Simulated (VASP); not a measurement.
A run of VASP 6.6.1:

File INCAR:

```
SYSTEM = AlInSb2
ALGO = Normal
EDIFF = 1E-6
ENCUT = 520
GGA = CA
ISIF = 2
ISMEAR = 0
LASPH = .True.
LCHARG = .True.
LELF = .True.
LREAL = .False.
LVHAR = .True.
LWAVE = .False.
NBANDS = 21
NELM = 100
PREC = Accurate
SIGMA = 0.05
```

Contents of KPOINTS:

```
k-points
0
Gamma
  8 8 6
  0 0 0
```

File POSCAR:

```
AlInSb2
1.0
    4.4984374497      0.0000000000      0.0000000000
    0.0000000000      4.4984374497      0.0000000000
    0.0000000000      0.0000000000      6.0989814943
Al In Sb
1 1 2
Direct
    0.0000000000      0.0000000000      0.0000000000
    0.5000000000      0.5000000000      0.5000000000
    0.0000000000      0.5000000000      0.2339661693
    0.5000000000      0.0000000000      0.7660338307
```

Potentials or basis: VASP PAW LDA potentials, release 64 (Al, In_d, Sb).

Launch:

```bash
$ cat potpaw_LDA.64/Al/POTCAR potpaw_LDA.64/In_d/POTCAR potpaw_LDA.64/Sb/POTCAR > POTCAR
$ mpirun -np 1 vasp_std > vasp.out
```

Hardware: 1 thread of Intel Xeon 8259CL, on a shared host.

Q: Estimate the wall time of this run.

A: Run time: 3 min on 1 thread of Intel Xeon 8259CL, on a shared host, peak memory 0.31 GiB. Counts: scf iterations 12, k points 60.
